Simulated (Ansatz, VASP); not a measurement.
**Two plane-wave programs on Hf**

```
CELL_PARAMETERS angstrom
-1.58560 1.58560 2.24228
1.58560 -1.58560 2.24228
1.58560 1.58560 -2.24228
ATOMIC_POSITIONS crystal
Hf 0.50000 0.50000 0.00000
```

Alike in both runs: functional PBE; k mesh 24 × 24 × 24; occupations gaussian, width 0.1 eV; no spin polarisation.

Ansatz relaxed the structure, and its values are those at the end. VASP's run is a single point on that final structure, the one shown.

|  | VASP | Ansatz |
| --- | --- | --- |
| version | VASP 6.6.1 | Ansatz 0.2.0 |
| potentials or method | VASP PAW PBE potentials, release 64 (Hf_pv), cutoff 520 eV | scalar-relativistic, plane waves, PAW |
| valence electrons in the cell | 10 | 26 |

|  | VASP | Ansatz | Ansatz less VASP |
| --- | --- | --- | --- |
| gap on the k mesh at the Fermi level (eV) | none | none | - |
| pressure (GPa) | -0.4 | 0.0 | +0.45 |

A gap of «none» marks a metal or a gap that the smearing closes. VASP's potentials hold 10 valence electrons a cell and Ansatz's 26, so a difference there can come from the potentials and not from the codes.

Neither program's run includes spin-orbit coupling.
